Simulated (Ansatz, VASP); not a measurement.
**Two plane-wave programs on MoS2**

```
Mo S
1.0
     3.20195    0.00000    0.00000
    -1.60098    2.77297    0.00000
     0.00000    0.00000   12.29370
Mo S
2 4
Direct
  0.18514 0.66667 0.25000
  0.81486 0.33333 0.75000
  0.48051 0.66667 0.62050
  0.51949 0.33333 0.12050
  0.48051 0.66667 0.87950
  0.51949 0.33333 0.37950
```

Change from the starting cell: mode 4 frozen in at -0.467 Å, equal normal strain along x, y and z +0.0167.

Alike in both runs: task single point; functional PBE; dispersion D3(BJ); k mesh 12 × 12 × 4; occupations gaussian, width 0.05 eV; no spin polarisation.

```csv
,VASP,Ansatz
version,VASP 6.6.1,Ansatz 0.2.0
potentials or method,"VASP PAW PBE potentials, release 64 (Mo_sv, S), cutoff 520 eV","scalar-relativistic, plane waves, PAW"
valence electrons in the cell,52,52
```

```tsv
	VASP	Ansatz	Ansatz less VASP
gap on the k mesh at the Fermi level (eV)	0.78	0.77	-0.014
least direct gap on the mesh (eV)	1.62	1.62	-0.003
pressure (GPa)	-6.5	-6.3	+0.13
traceless stress, the component that is largest in VASP (GPa)	-0.30	-0.32	-0.016
rms of the force components (eV/Å)	0.421	0.416	-0.0051
```

Atom by atom the forces differ by 0.005 eV/Å (rms over components).
